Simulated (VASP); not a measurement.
# Cu3N (Pm-3m) in VASP: relaxation of cell and atoms with PBE

Aim: the relaxation of cell and atoms of Cu3N with PBE.

Everything below comes from runs of VASP 6.6.1. Logs are shortened: lines on timing, memory, paths and dates and some standing lists are left out, and cuts for length are marked.

### Step 1. The cell of the first run

The structure is cubic, space group Pm-3m (No. 221). The conventional cell has a = 3.827 Å, b = 3.827 Å, c = 3.827 Å, α = 90.00°, β = 90.00°, γ = 90.00°. Within 2.5 Å of Cu (site symmetry 4/mmm) lie 2 N at 1.91 Å. N (site symmetry m-3m) has 6 Cu at 1.91 Å within 2.5 Å.

### Step 2. Relaxation of cell and atoms, PBE

The input, INCAR:

```
PREC     = Accurate       # precision mode
ENCUT    = 600            # plane-wave cutoff, eV
EDIFF    = 1E-7           # SCF threshold, eV
ISMEAR   = 0              # smearing method
SIGMA    = 0.01           # smearing width, eV
LREAL    = F              # projectors in reciprocal space
LASPH    = T              # aspherical terms in the spheres
NELM     = 120            # most SCF steps
ALGO     = Normal         # electronic algorithm
ISIF     = 3              # what is computed and relaxed
LWAVE    = F              # write WAVECAR
LCHARG   = F              # write CHGCAR
GGA      = PE             # functional
IBRION   = 2              # ionic algorithm
NSW      = 80             # ionic steps
EDIFFG   = -0.001         # ionic threshold
GGA_COMPAT= F            
NELMIN   = 4
```

The input, KPOINTS:

```
Automatic mesh
0
Gamma
  10 10 10
```

The input, POSCAR:

```
Cu3N
1.0
    3.8272904609      0.0000000000      0.0000000000
    0.0000000000      3.8272904609      0.0000000000
    0.0000000000      0.0000000000      3.8272904609
Cu N
3 1
Direct
    0.5000000000      0.0000000000      0.0000000000
    0.0000000000      0.5000000000      0.0000000000
    0.0000000000      0.0000000000      0.5000000000
    0.0000000000      0.0000000000      0.0000000000
```

Potentials or basis: VASP PAW PBE potentials, release 64 (Cu, N).

The run is started by

```sh
$ cat potpaw_PBE.64/Cu/POTCAR potpaw_PBE.64/N/POTCAR > POTCAR
$ mpirun -np 1 vasp_std > vasp.out
```

OUTCAR:

```text
PREC = Accurate
   ENCUT = 600
   EDIFF = 1E-7
   ISMEAR = 0
   LREAL = F
   LASPH = T
   NELM = 120
   ISIF = 3
   GGA = PE
   IBRION = 2
   NSW = 80
   EDIFFG = -0.001
   NELMIN = 4

 ion  position               nearest neighbor table
   1  0.500  0.000  0.000-   4 1.91   4 1.91   2 2.71   3 2.71   2 2.71   2 2.71   3 2.71   3 2.71
                             3 2.71   2 2.71
   2  0.000  0.500  0.000-   4 1.91   4 1.91   1 2.71   3 2.71   1 2.71   3 2.71   3 2.71   3 2.71
                             1 2.71   1 2.71
   3  0.000  0.000  0.500-   4 1.91   4 1.91   1 2.71   1 2.71   2 2.71   2 2.71   2 2.71   2 2.71
                             1 2.71   1 2.71
   4  0.000  0.000  0.000-   1 1.91   2 1.91   3 1.91   3 1.91   2 1.91   1 1.91

  LATTYP: Found a simple cubic cell.
 ALAT       =     3.8272904609

  Lattice vectors:

 A1 = (   3.8272904609,   0.0000000000,   0.0000000000)
 A2 = (   0.0000000000,   3.8272904609,   0.0000000000)
 A3 = (   0.0000000000,   0.0000000000,   3.8272904609)

Analysis of symmetry for initial positions (statically):
=====================================================================
 Subroutine PRICEL returns:
 Original cell was already a primitive cell.

 Routine SETGRP: Setting up the symmetry group for a
 simple cubic supercell.

 Subroutine GETGRP returns: Found 48 space group operations
 (whereof 48 operations were pure point group operations)
 out of a pool of 48 trial point group operations.

The static configuration has the point symmetry O_h .

Analysis of symmetry for dynamics (positions and initial velocities):
=====================================================================
 Subroutine PRICEL returns:
 Original cell was already a primitive cell.

 Routine SETGRP: Setting up the symmetry group for a
 simple cubic supercell.

 Subroutine GETGRP returns: Found 48 space group operations
 (whereof 48 operations were pure point group operations)
 out of a pool of 48 trial point group operations.

The dynamic configuration has the point symmetry O_h .

 Subroutine INISYM returns: Found 48 space group operations
 (whereof 48 operations are pure point group operations),
 and found     1 'primitive' translations

----------------------------------------------------------------------------------------

                                     Primitive cell

  volume of cell :      56.0627

  direct lattice vectors                    reciprocal lattice vectors
     3.827290461  0.000000000  0.000000000     0.261281450  0.000000000  0.000000000
     0.000000000  3.827290461  0.000000000     0.000000000  0.261281450  0.000000000
[... 76 lines left out ...]
   ions per type =               3   1
   NGX,Y,Z   is equivalent  to a cutoff of  13.90, 13.90, 13.90 a.u.
   NGXF,Y,Z  is equivalent  to a cutoff of  27.80, 27.80, 27.80 a.u.
 SYSTEM =  unknown system
   PREC   = accura    normal or accurate (medium, high low for compatibility)
   ISTART =      0    job   : 0-new  1-cont  2-samecut
   ICHARG =      2    charge: 1-file 2-atom 10-const
   ISPIN  =      1    spin polarized calculation?
   LNONCOLLINEAR =      F non collinear calculations
   LSORBIT =      F    spin-orbit coupling
   LASPH  =      T    aspherical Exc in radial PAW
   ENCUT  =  600.0 eV  44.10 Ry    6.64 a.u.   7.64  7.64  7.64*2*pi/ulx,y,z
   NELM   =    120;   NELMIN=  4; NELMDL= -5     # of ELM steps
   EDIFF  = 0.1E-06   stopping-criterion for ELM
   LREAL  =      F    real-space projection
   EDIFFG = -.1E-02   stopping-criterion for IOM
   NSW    =     80    number of steps for IOM
   IBRION =      2    ionic relax: 0-MD 1-quasi-New 2-CG
   NFREE  =      1    steps in history (QN), initial steepest desc. (CG)
   ISIF   =      3    stress and relaxation
   ISYM   =      2    0-nonsym 1-usesym 2-fastsym
   POTIM  = 0.5000    time-step for ionic-motion
   TEBEG  =    0.0;   TEEND  =   0.0 temperature during run
   PSTRESS=    0.0 pullay stress
   NELECT =      38.0000    total number of electrons
   NUPDOWN=      -1.0000    fix difference up-down
   EMIN   =  10.00;   EMAX   =-10.00  energy-range for DOS
   EFERMI =   0.00;   METHOD = LEGACY
   ISMEAR =     0;   SIGMA  =   0.01  broadening in eV -4-tet -1-fermi 0-gaus
   EFERMI_NEDOS =   21; number of points for ismear=-14 and -15
   IALGO  =     38    algorithm
   IMIX   =      4    mixing-type and parameters
     AMIX     =   0.40;   BMIX     =  1.00
     AMIX_MAG =   1.60;   BMIX_MAG =  1.00
  volume/ion in A,a.u.               =      14.02        94.58
  Fermi-wavevector in a.u.,A,eV,Ry     =   1.438063  2.717545 28.137195  2.068025
  Thomas-Fermi vector in A             =   2.557071
   LORBIT       =      0    0 simple, 1 ext, 2 COOP (PROOUT), +10 PAW based schemes
   GGA     = PE    functional components
   LHFCALC =     F    Hartree Fock is set to
   AEXX    =    0.0000 exact exchange contribution
   IVDW    =     0    specifies the selected vdW correction
   LEPSILON=     F    determine dielectric tensor
   LRPA    =     F    only Hartree local field effects (RPA)
 conjugate gradient relaxation of ions
 non-spin polarized calculation
 Gauss-broadening in eV      SIGMA  =   0.01
  energy-cutoff  :      600.00
  volume of cell :       56.06
 maximum number of plane-waves:      1888
 NGX is ok and might be reduce to    32
   NGX = 15   NGY = 15   NGZ = 15

--------------------------------------- Ionic step        1  -------------------------------------------

 number of electron      37.9999975 magnetization

 Free energy of the ion-electron system (eV)
  ---------------------------------------------------
  ext. energy  EPLUGINS =         0.00000000
  ---------------------------------------------------
  free energy    TOTEN  =       -18.39190158 eV

  energy without entropy =      -18.39190158  energy(sigma->0) =      -18.39190158

 E-fermi :   4.8711     XC(G=0): -10.7363

 val. band max:        4.8012437548   @ k =   0.5000   0.5000   0.5000
 cond. band min:       5.0473619821   @ k =   0.5000   0.5000   0.0000
 fundamental gap:      0.2461182273
 Fermi energy:         4.8711220102

 k-point     1 :       0.0000    0.0000    0.0000
  band No.  band energies     occupation
      1     -11.9195      2.00000
      2      -0.3612      2.00000
      3       0.1051      2.00000
      4       0.1051      2.00000
      5       0.1051      2.00000
      6       1.0108      2.00000
[... 690 lines left out ...]
--------------------------------------- Ionic step        3  -------------------------------------------

 number of electron      37.9999976 magnetization

 Free energy of the ion-electron system (eV)
  ---------------------------------------------------
  ext. energy  EPLUGINS =         0.00000000
  ---------------------------------------------------
  free energy    TOTEN  =       -18.39235362 eV

  energy without entropy =      -18.39235362  energy(sigma->0) =      -18.39235362

 E-fermi :   4.8262     XC(G=0): -10.7117

 val. band max:        4.7497691625   @ k =   0.5000   0.5000   0.5000
 cond. band min:       5.0113269647   @ k =   0.5000   0.5000   0.0000
 fundamental gap:      0.2615578021
 Fermi energy:         4.8261791798

 k-point     1 :       0.0000    0.0000    0.0000
  band No.  band energies     occupation
      1     -11.9265      2.00000
      2      -0.3810      2.00000
      3       0.0821      2.00000
      4       0.0821      2.00000
      5       0.0821      2.00000
      6       0.9868      2.00000
[... 646 lines left out ...]
  FREE ENERGIE OF THE ION-ELECTRON SYSTEM (eV)
  ---------------------------------------------------
  free  energy   TOTEN  =       -18.3923536240 eV

  energy  without entropy=      -18.3923536240  energy(sigma->0) =      -18.39235362

 reached required accuracy - stopping structural energy minimisation
```

Wall time 4.3 min (1 thread of Intel Xeon 8259CL, shared host); peak memory 0.23 GiB.

Results:

```
Free energy                           : -18.3924 eV
Relaxed volume                        : 14.08 Å³/atom
Relaxed cell                          : a = 3.833 Å, b = 3.833 Å, c = 3.833 Å, α = 90.00°, β = 90.00°, γ = 90.00°
Space group after relaxing (to 0.1 Å) : Pm-3m (No. 221)
Energy gained by relaxing             : 0.1 meV/atom
Ionic steps                           : 3
Pressure after relaxing               : 0.0 GPa
Band gap on the k mesh                : 0.26 eV (least direct gap 0.80 eV)
```

The path:
```csv
step,energy change (eV),largest force (eV/Å),pressure (GPa),volume (Å³)
1,0.0000,0.0000,0.54,56.06
2,-0.0004,0.0000,-0.24,56.45
3,-0.0005,0.0000,0.00,56.33
```

Final structure:
```
Cu N
1.0
     3.83334    0.00000    0.00000
     0.00000    3.83334    0.00000
     0.00000    0.00000    3.83334
Cu N
3 1
Direct
  0.50000 0.00000 0.00000
  0.00000 0.50000 0.00000
  0.00000 0.00000 0.50000
  0.00000 0.00000 0.00000
```

Levels at points of the mesh, in eV from the valence-band top:
| k point | band 15 | band 16 | band 17 | band 18 | band 19 | band 20 | band 21 | band 22 | band 23 |
| --- | --- | --- | --- | --- | --- | --- | --- | --- | --- |
| (0.00, 0.00, 0.00) | -2.29 | -1.78 | -1.78 | -1.78 | -1.74 | 0.96 | 5.23 | 5.23 | 6.59 |
| (0.50, 0.00, 0.00) | -2.28 | -2.12 | -1.78 | -1.37 | -1.37 | 1.53 | 3.32 | 6.68 | 7.18 |
| (0.50, 0.50, 0.00) | -2.34 | -2.09 | -1.04 | -1.04 | -0.66 | 0.26 | 3.51 | 4.80 | 4.80 |
| (0.50, 0.50, 0.50) | -1.82 | -1.82 | 0.00 | 0.00 | 0.00 | 0.88 | 0.88 | 0.88 | 6.15 |
